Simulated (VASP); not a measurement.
# Te (R-3m) in VASP: further runs, part 2 of 2

VASP 6.6.1. The steps go on from the part before.

**4. Single point, PBEsol**

This run uses another cell than the first one, of 23.02 Å³/atom, 0.739 times its volume.

INCAR reads:

```
SYSTEM = Te
  PREC = Accurate
  ENCUT = 520
  EDIFF = 1E-7
  ISMEAR = -1
  SIGMA = 0.05
  LREAL = .FALSE.
  LASPH = .TRUE.
  NELM = 60
  ALGO = Normal
  ISIF = 2
  LWAVE = .FALSE.
  LCHARG = .FALSE.
  GGA = PS
  NBANDS = 9
```

KPOINTS reads:

```
Automatic mesh
0
G
  9 9 9
  0 0 0
```

POSCAR reads:

```
Te
1.0
    2.3304001963      1.3454571807      1.2236506707
   -2.3304001963      1.3454571807      1.2236506707
    0.0000000000     -2.6909143613      1.2236506707
Te
1
Direct
    0.5000000000      0.5000000000      0.5000000000
```

Potentials or basis: VASP PAW PBE potentials, release 64 (Te).

Run with:

```sh
> cat potpaw_PBE.64/Te/POTCAR > POTCAR
> mpirun -np 1 vasp_std > vasp.out
```

OUTCAR:

```text
SYSTEM = Te
   PREC = Accurate
   ENCUT = 520
   EDIFF = 1E-7
   ISMEAR = -1
   LREAL = .FALSE.
   LASPH = .TRUE.
   NELM = 60
   ISIF = 2
   GGA = PS

 ion  position               nearest neighbor table
   1  0.500  0.500  0.500-

  LATTYP: Found a trigonal (rhomboedric) cell.
 ALAT       =     2.9560685148
 COS(alpha) =    -0.2429739318

  Lattice vectors:

 A1 = (   2.3304001963,   1.3454571807,   1.2236506707)
 A2 = (  -2.3304001963,   1.3454571807,   1.2236506707)
 A3 = (   0.0000000000,  -2.6909143613,   1.2236506707)

Analysis of symmetry for initial positions (statically):
=====================================================================
 Subroutine PRICEL returns:
 Original cell was already a primitive cell.

 Routine SETGRP: Setting up the symmetry group for a
 trigonal (rhombohedral) supercell.

 Subroutine GETGRP returns: Found 12 space group operations
 (whereof 12 operations were pure point group operations)
 out of a pool of 12 trial point group operations.

The static configuration has the point symmetry D_3d.

Analysis of symmetry for dynamics (positions and initial velocities):
=====================================================================
 Subroutine PRICEL returns:
 Original cell was already a primitive cell.

 Routine SETGRP: Setting up the symmetry group for a
 trigonal (rhombohedral) supercell.

 Subroutine GETGRP returns: Found 12 space group operations
 (whereof 12 operations were pure point group operations)
 out of a pool of 12 trial point group operations.

The dynamic configuration has the point symmetry D_3d.

 Subroutine INISYM returns: Found 12 space group operations
 (whereof 12 operations are pure point group operations),
 and found     1 'primitive' translations

----------------------------------------------------------------------------------------

                                     Primitive cell

  volume of cell :      23.0202

  direct lattice vectors                    reciprocal lattice vectors
     2.330400196  1.345457181  1.223650671     0.214555423  0.123873631  0.272408900
    -2.330400196  1.345457181  1.223650671    -0.214555423  0.123873631  0.272408900
     0.000000000 -2.690914361  1.223650671     0.000000000 -0.247747263  0.272408900

  length of vectors
     2.956068515  2.956068515  2.956068515     0.368219113  0.368219113  0.368219113

  position of ions in fractional coordinates (direct lattice)
     0.500000000  0.500000000  0.500000000

  ion indices of the primitive-cell ions
   primitive index   ion index
                 1           1

----------------------------------------------------------------------------------------

 KPOINTS: Automatic mesh

Automatic generation of k-mesh.
 Grid dimensions read from file:
 generate k-points for:    9    9    9

 Generating k-lattice:

  Cartesian coordinates                     Fractional coordinates (reciprocal lattice)
     0.023839491  0.013763737  0.030267656     0.111111111  0.000000000  0.000000000
    -0.023839491  0.013763737  0.030267656     0.000000000  0.111111111  0.000000000
     0.000000000 -0.027527474  0.030267656     0.000000000  0.000000000  0.111111111

  Length of vectors
     0.040913235  0.040913235  0.040913235

  Shift w.r.t. Gamma in fractional coordinates (k-lattice)
     0.000000000  0.000000000  0.000000000

 Subroutine IBZKPT returns following result:
 ===========================================

 Found     85 irreducible k-points:

 Following reciprocal coordinates:
            Coordinates               Weight
  0.000000  0.000000  0.000000      1.000000
  0.111111  0.000000  0.000000      6.000000
  0.222222  0.000000  0.000000      6.000000
  0.333333  0.000000 -0.000000      6.000000
  0.444444  0.000000  0.000000      6.000000
  0.111111  0.111111  0.000000      6.000000
[... 16 lines left out ...]
 -0.333333  0.333333  0.000000      6.000000
  0.444444  0.444444  0.000000      6.000000
 [... further k-points ...]
   k-points           NKPTS =     85   k-points in BZ     NKDIM =     85   number of bands    NBANDS=      9
   number of dos      NEDOS =    301   number of ions     NIONS =      1
   total plane-waves  NPLWV =  13824
   dimension x,y,z NGX =    24 NGY =   24 NGZ =   24
   dimension x,y,z NGXF=    48 NGYF=   48 NGZF=   48
   ions per type =               1
   NGX,Y,Z   is equivalent  to a cutoff of  13.50, 13.50, 13.50 a.u.
   NGXF,Y,Z  is equivalent  to a cutoff of  26.99, 26.99, 26.99 a.u.
 SYSTEM =  Te
   PREC   = accura    normal or accurate (medium, high low for compatibility)
   ISTART =      0    job   : 0-new  1-cont  2-samecut
   ICHARG =      2    charge: 1-file 2-atom 10-const
   ISPIN  =      1    spin polarized calculation?
   LNONCOLLINEAR =      F non collinear calculations
   LSORBIT =      F    spin-orbit coupling
   LASPH  =      T    aspherical Exc in radial PAW
   ENCUT  =  520.0 eV  38.22 Ry    6.18 a.u.   5.50  5.50  5.50*2*pi/ulx,y,z
   NELM   =     60;   NELMIN=  2; NELMDL= -5     # of ELM steps
   EDIFF  = 0.1E-06   stopping-criterion for ELM
   LREAL  =      F    real-space projection
   EDIFFG = 0.1E-05   stopping-criterion for IOM
   NSW    =      0    number of steps for IOM
   IBRION =     -1    ionic relax: 0-MD 1-quasi-New 2-CG
   NFREE  =      0    steps in history (QN), initial steepest desc. (CG)
   ISIF   =      2    stress and relaxation
   ISYM   =      2    0-nonsym 1-usesym 2-fastsym
   POTIM  = 0.5000    time-step for ionic-motion
   TEBEG  =    0.0;   TEEND  =   0.0 temperature during run
   PSTRESS=    0.0 pullay stress
   NELECT =       6.0000    total number of electrons
   NUPDOWN=      -1.0000    fix difference up-down
   EMIN   =  10.00;   EMAX   =-10.00  energy-range for DOS
   EFERMI =   0.00;   METHOD = LEGACY
   ISMEAR =    -1;   SIGMA  =   0.05  broadening in eV -4-tet -1-fermi 0-gaus
   EFERMI_NEDOS =   21; number of points for ismear=-14 and -15
   IALGO  =     38    algorithm
   IMIX   =      4    mixing-type and parameters
     AMIX     =   0.40;   BMIX     =  1.00
     AMIX_MAG =   1.60;   BMIX_MAG =  1.00
  volume/ion in A,a.u.               =      23.02       155.35
  Fermi-wavevector in a.u.,A,eV,Ry     =   1.045736  1.976155 14.878849  1.093565
  Thomas-Fermi vector in A             =   2.180545
   LORBIT       =      0    0 simple, 1 ext, 2 COOP (PROOUT), +10 PAW based schemes
   GGA     = PS    functional components
   LHFCALC =     F    Hartree Fock is set to
   AEXX    =    0.0000 exact exchange contribution
   IVDW    =     0    specifies the selected vdW correction
   LEPSILON=     F    determine dielectric tensor
   LRPA    =     F    only Hartree local field effects (RPA)
 non-spin polarized calculation
  energy-cutoff  :      520.00
  volume of cell :       23.02
 maximum number of plane-waves:       633
 NGX is ok and might be reduce to    24
   NGX = 11   NGY = 11   NGZ = 11

 number of electron       6.0000000 magnetization

 Free energy of the ion-electron system (eV)
  ---------------------------------------------------
  ext. energy  EPLUGINS =         0.00000000
  ---------------------------------------------------
  free energy    TOTEN  =        -3.13824374 eV

  energy without entropy =       -3.13395667  energy(sigma->0) =       -3.13610021

 E-fermi :  11.0339     XC(G=0): -11.0998

 val. band max:       10.9439239534   @ k =   0.3333   0.3333   0.1111
 cond. band min:      11.0633802033   @ k =   0.1111   0.1111   0.1111
 fundamental gap:      0.1194562499
 Fermi energy:        11.0338523089

 k-point     1 :       0.0000    0.0000    0.0000
  band No.  band energies     occupation
      1      -5.0317      2.00000
      2      13.2738      0.00000
      3      14.9964      0.00000
      4      14.9964      0.00000
      5      19.0736      0.00000
      6      19.0736      0.00000
      7      20.6289      0.00000
      8      24.2974      0.00000
      9      24.2974      0.00000

 k-point     2 :       0.1111    0.0000    0.0000
  band No.  band energies     occupation
      1      -4.7921      2.00000
      2      11.8181      0.00000
      3      13.9407      0.00000
      4      14.8496      0.00000
      5      19.3196      0.00000
      6      20.3432      0.00000
      7      21.6881      0.00000
      8      23.4002      0.00000
      9      23.6158      0.00000
[... 253 lines left out ...]
 k-point    24 :       0.4444    0.4444    0.0000
  band No.  band energies     occupation
      1       0.4710      2.00000
      2       3.7737      2.00000
      3       7.4637      2.00000
      4      14.5452      0.00000
      5      15.2067      0.00000
      6      20.0882      0.00000
      7      23.7023      0.00000
      8      23.7339      0.00000
      9      26.2819      0.00000

 [... further k-points ...]
[... 5 lines left out ...]
  --------------------------------------------------------------------------------------
  -------------------------------------------------------------------------------------
  Total        2.9098086      2.9098086      2.8763458      0.0000000      0.0000000      0.0000000
  in kB      202.5190668    202.5190668    200.1900981      0.0000000      0.0000000      0.0000000
  external PRESSURE =     201.7427439 kB  Pullay stress =       0.0000000 kB

 VOLUME and BASIS-vectors are now :
 -----------------------------------------------------------------------------
  energy-cutoff  :      520.00
  volume of cell :       23.02
      direct lattice vectors                 reciprocal lattice vectors
     2.330400196  1.345457181  1.223650671     0.214555423  0.123873631  0.272408900
    -2.330400196  1.345457181  1.223650671    -0.214555423  0.123873631  0.272408900
     0.000000000 -2.690914361  1.223650671     0.000000000 -0.247747263  0.272408900

 POSITION                                       TOTAL-FORCE (eV/Angst)
 -----------------------------------------------------------------------------------
      0.00000      0.00000      1.83548         0.000000      0.000000     -0.000000
 -----------------------------------------------------------------------------------
    total drift:                                0.000000      0.000000     -0.000000

  FREE ENERGIE OF THE ION-ELECTRON SYSTEM (eV)
  ---------------------------------------------------
  free  energy   TOTEN  =        -3.1382437374 eV

  energy  without entropy=       -3.1339566746  energy(sigma->0) =       -3.13610021
```

Wall time 7.5 s (1 thread of Intel Xeon Platinum 8488C (Sapphire Rapids), shared host); peak memory 0.14 GiB.

Results:

- Free energy: -3.1382 eV
- Pressure: 20.2 GPa
- Band gap on the k mesh: zero (band 3 reaches 15.00 eV, above the bottom of band 4 at 7.43 eV)

Stress tensor (GPa, compression positive):
```
20.25  0.00  0.00
 0.00 20.25  0.00
 0.00  0.00 20.02
```

Caveat: the PAW data sets were made with another functional, which shifts forces and pressure a little; spin-orbit coupling is left out, which moves the levels of the heavy elements.

**5. Single point, PBEsol**

This run uses another cell than the first one, of 25.42 Å³/atom, 0.816 times its volume.

INCAR reads:

```
PREC = Accurate
ENCUT = 520
EDIFF = 1E-6
ISMEAR = -1
SIGMA = 0.05
LREAL = F
LASPH = T
NELM = 80
ALGO = Normal
ISIF = 2
LWAVE = F
LCHARG = T
GGA = PS
LELF = T
LVHAR = T
NBANDS = 9
```

KPOINTS reads:

```
Automatic mesh
0
Gamma
  9 9 9
```

POSCAR reads:

```
Te
1.0
    2.3624669260      1.3639709157      1.3149283891
   -2.3624669260      1.3639709157      1.3149283891
    0.0000000000     -2.7279418314      1.3149283891
Te
1
Direct
    0.5000000000      0.5000000000      0.5000000000
```

Run with:

```sh
> cat potpaw_PBE.64/Te/POTCAR > POTCAR
> mpirun -np 1 vasp_std > vasp.out
```

It took 10 s on 1 thread of Intel Xeon Platinum 8488C (Sapphire Rapids), shared host; peak memory 0.14 GiB.

Results (log left out):

| Property | Result |
| --- | --- |
| Free energy | -3.3545 eV |
| Pressure | 10.1 GPa |
| Band gap on the k mesh | zero (band 3 reaches 12.71 eV, above the bottom of band 4 at 6.39 eV) |

Stress tensor (GPa, compression positive):
```
10.14  0.00  0.00
 0.00 10.14  0.00
 0.00  0.00  9.99
```

Levels at points of the mesh, in eV from the Fermi level:
```
           k point  band 1  band 2  band 3  band 4  band 5  band 6  band 7
(0.00, 0.00, 0.00)  -15.21    1.64    3.20    3.20    7.45    7.45    8.60
```

Caveat: the PAW data sets were made with another functional, which shifts forces and pressure a little; spin-orbit coupling is left out, which moves the levels of the heavy elements.

**6. Single point, PBEsol**

This run uses another cell than the first one, of 27.43 Å³/atom, 0.881 times its volume.

INCAR is that of step 5.

KPOINTS reads:

```
regular mesh
0
Gamma
  9 9 9
```

POSCAR reads:

```
Te
1.0
    2.3694598555      1.3680082854      1.4104842363
   -2.3694598555      1.3680082854      1.4104842363
    0.0000000000     -2.7360165708      1.4104842363
Te
1
Direct
    0.5000000000      0.5000000000      0.5000000000
```

Potentials or basis: VASP PAW PBE potentials, release 64 (Te).

Run with:

```sh
> cat potpaw_PBE.64/Te/POTCAR > POTCAR
> mpirun -np 1 vasp_std > vasp.out
```

Run time: 7.1 s. Hardware: 1 thread of Intel Xeon Platinum 8488C (Sapphire Rapids), shared host; peak memory 0.14 GiB.

The run converged. Its results:

```
Free energy            : -3.4450 eV
Pressure               : 5.1 GPa
Band gap on the k mesh : zero (band 3 reaches 11.05 eV, above the bottom of band 4 at 5.70 eV)
```

Stress tensor (GPa, compression positive):
```
5.10 0.00 0.00
0.00 5.10 0.00
0.00 0.00 4.98
```

Levels at points of the mesh, in eV from the Fermi level:
| k point | band 1 | band 2 | band 3 | band 4 | band 5 | band 6 |
| --- | --- | --- | --- | --- | --- | --- |
| (0.00, 0.00, 0.00) | -14.75 | 1.18 | 2.51 | 2.51 | 6.86 | 6.86 |

Caveat: the PAW data sets were made with another functional, which shifts forces and pressure a little; spin-orbit coupling is left out, which moves the levels of the heavy elements.

**7. Summary**

| task | level | spin | cell | cutoff (eV) | gap on the mesh (eV) | pressure (GPa) |
| --- | --- | --- | --- | --- | --- | --- |
| relaxation of cell and atoms | PBEsol+D4 | off | relaxed from a = 3.154 Å, angles 94.0°, 1 atom | 600 | none | 0.0 |
| single point | PBEsol | non-collinear, zero start, SOC | a = 3.154 Å, angles 94.0°, 1 atom | 520 | - | 0.3 |
| single point | PBEsol | off | a = 2.956 Å, angles 104.1°, 1 atom | 520 | none | 20.2 |
| single point | PBEsol | off | a = 3.028 Å, angles 102.5°, 1 atom | 520 | none | 10.1 |
| single point | PBEsol | off | a = 3.078 Å, angles 100.7°, 1 atom | 520 | none | 5.1 |

Alike in all rows: potentials or basis VASP PAW PBE potentials, release 64 (Te); k mesh 9 × 9 × 9; smearing fermi-dirac 0.05 eV.

Caveats: the PAW data sets were made with another functional, which shifts forces and pressure a little; spin-orbit coupling is left out, which moves the levels of the heavy elements (some runs); pairwise dispersion overbinds metals, which lowers pressure and volume (some runs).

Absolute energies hang on the potentials; compare differences alone.
